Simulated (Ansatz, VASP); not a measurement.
## One calculation of Na, two programs

The input INCAR:

```
SYSTEM = Na
PREC = Accurate
ENCUT = 520
EDIFF = 1E-6
ISMEAR = -1
SIGMA = 0.1
LREAL = .False.
LASPH = .True.
NELM = 100
ALGO = Normal
ISIF = 2
LWAVE = .False.
LCHARG = .False.
GGA = RE
NBANDS = 22
```

KPOINTS

```
Automatic mesh
0
Gamma
  11 11 3
  0 0 0
```

File POSCAR:

```
Na
1.0
    3.7205593211      0.0000000000      0.0000000000
   -1.8602796606      3.2220988884      0.0000000000
    0.0000000000      0.0000000000     12.0962233445
Na
4
Direct
    1.0000000000      1.0000000000      0.0000000000
    1.0000000000      1.0000000000      0.5000000000
    0.3333333333      0.6666666667      0.2500000000
    0.6666666667      0.3333333333      0.7500000000
```

Input for Ansatz:

```yaml
crystal:
  lattice:
    - [3.7205593211, 0.0, 0.0]
    - [-1.8602796606, 3.2220988884, 0.0]
    - [0.0, 0.0, 12.0962233445]
  atoms:
    - { symbol: Na, position: [1.0, 1.0, 0.0] }
    - { symbol: Na, position: [1.0, 1.0, 0.5] }
    - { symbol: Na, position: [0.3333333333, 0.6666666667, 0.25] }
    - { symbol: Na, position: [0.6666666667, 0.3333333333, 0.75] }
hamiltonian:
  xc: revpbe
  pseudopotentials:
    kind: paw
    azcp:
      Na: "pseudopotentials/Na.paw.azcp"
basis:
  ecutwfc: 420
  fft_grid_basis: typed
kpoints:
  mp_grid: { grid: [11, 11, 3], shift: [0, 0, 0] }
magnetization:
  spin_polarized: false
scf:
  occupations: { method: fermi_dirac, width: 0.1 }
  lower_state_search: "off"
output:
  stress: true
```

Alike in both runs: task single point; functional revPBE; k mesh 11 × 11 × 3; occupations fermi-dirac, width 0.1 eV; no spin polarisation.

```csv
,VASP,Ansatz
version,VASP 6.6.1,Ansatz 0.2.0
potentials or method,"VASP PAW PBE potentials, release 64 (Na_pv), cutoff 520 eV","plane waves (420 eV) with PAW, scalar-relativistic"
valence electrons in the cell,28,36
```

|  | VASP | Ansatz | Ansatz less VASP |
| --- | --- | --- | --- |
| pressure (GPa) | 0.7 | 0.7 | -0.01 |
| traceless stress, the component that is largest in VASP (GPa) | 0.14 | 0.14 | 0.000 |

VASP's potentials were made for PBE, not for revPBE. VASP's potentials hold 28 valence electrons a cell and Ansatz's 36, so a difference there can come from the potentials and not from the codes.
